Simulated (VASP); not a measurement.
Set up this calculation in VASP 6.6.1, as the native input.

| Property | Result |
| --- | --- |
| Task | single point |
| Functional | PBE |
| Dispersion | D3(BJ) |
| Potentials or basis | VASP PAW PBE potentials, release 64 (Al) |
| Cutoff | 520 eV |
| k mesh | 18 × 18 × 4 |
| Occupations | gaussian, width 0.15 eV |
| Spin | no spin polarisation |
| Dipole correction | no |
| Further INCAR settings | ALGO = Fast; EDIFF = 1e-07; NBANDS = 14 |

The structure of Al lies in POSCAR:

```
Al
1.0
    2.9326000000      0.0000000000      0.0000000000
   -1.4663000000      2.5397060991      0.0000000000
    0.0000000000      0.0000000000      8.4426000000
Al
4
Direct
    0.0000000000      0.0000000000      0.0000000000
    0.3333333333      0.6666666667      0.2500000000
    0.0000000000      0.0000000000      0.5000000000
    0.6666666667      0.3333333333      0.7500000000
```

One way to write it, as run:

INCAR

```
ALGO = Fast
EDIFF = 1E-7
ENCUT = 520
GGA = PE
ISIF = 2
ISMEAR = 0
IVDW = 12
LASPH = True
LCHARG = True
LELF = True
LREAL = False
LVHAR = True
LWAVE = False
NBANDS = 14
NELM = 80
PREC = Accurate
SIGMA = 0.15
```

KPOINTS

```
k-points
0
Gamma
  18 18 4
```

Potentials or basis: VASP PAW PBE potentials, release 64 (Al).

The run is started by

```console
$ cat potpaw_PBE.64/Al/POTCAR > POTCAR
$ mpirun -np 1 vasp_std > vasp.out
```

Results of the run:

The pressure is 2.6 GPa and the band gap on the k mesh is zero (band 6 reaches 14.59 eV, above the bottom of band 7 at 6.61 eV). The dispersion energy per atom is -0.354 eV.

Caveat: pairwise dispersion overbinds metals, which lowers pressure and volume.

Run time: 32 s on 1 thread of Intel(R) Xeon(R) 6975P-C (Granite Rapids) (shared host), peak memory 0.23 GiB.
